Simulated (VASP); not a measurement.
**Au: single point with PBEsol**

Au, a wire with vacuum:

```
Au
1.0
    11.30000    0.00000    0.00000
     0.00000    9.30000    0.00000
     0.00000    0.00000    2.75480
Au
2
Direct
  0.39651 0.50000 0.00000
  0.60349 0.50000 0.50000
```

- Program: VASP 6.6.1
- Task: single point
- Functional: PBEsol
- Potentials or basis: VASP PAW PBE potentials, release 64 (Au)
- Cutoff: 520 eV
- k mesh: 1 × 1 × 23
- Occupations: gaussian, width 0.05 eV
- Spin: collinear spin
- Starting moments: [0.5, 0.5] μB

```
Largest force                                         : 0.202 eV/Å
Band gap on the k mesh                                : zero (filled and empty bands overlap)
Net moment                                            : 0.00 μB per cell
Valence electrons inside the program's atomic spheres : Au 9.57
```

Forces in eV/Å, atoms in the order of the input:
```
Au   0.202  0.000  0.000
Au  -0.202  0.000  0.000
```

Levels at points of the mesh, in eV from the Fermi level:
Spin up:
```
           k point  band 7  band 8  band 9  band 10  band 11  band 12  band 13  band 14  band 15  band 16
(0.00, 0.00, 0.00)   -1.96   -1.79   -1.49    -1.18    -0.76    -0.44     2.60     3.01     5.10     5.40
```
Spin down:
| k point | band 8 | band 9 | band 10 | band 11 | band 12 | band 13 | band 14 | band 15 |
| --- | --- | --- | --- | --- | --- | --- | --- | --- |
| (0.00, 0.00, 0.00) | -1.79 | -1.49 | -1.18 | -0.76 | -0.44 | 2.60 | 3.01 | 5.10 |

Wall time 5.4 min on 1 thread of Intel Xeon 8259CL, with other jobs on the host, peak memory 0.47 GiB.

Caveat: the PAW data sets were made with another functional, which shifts forces and pressure a little; spin-orbit coupling is left out, which moves the levels of the heavy elements.
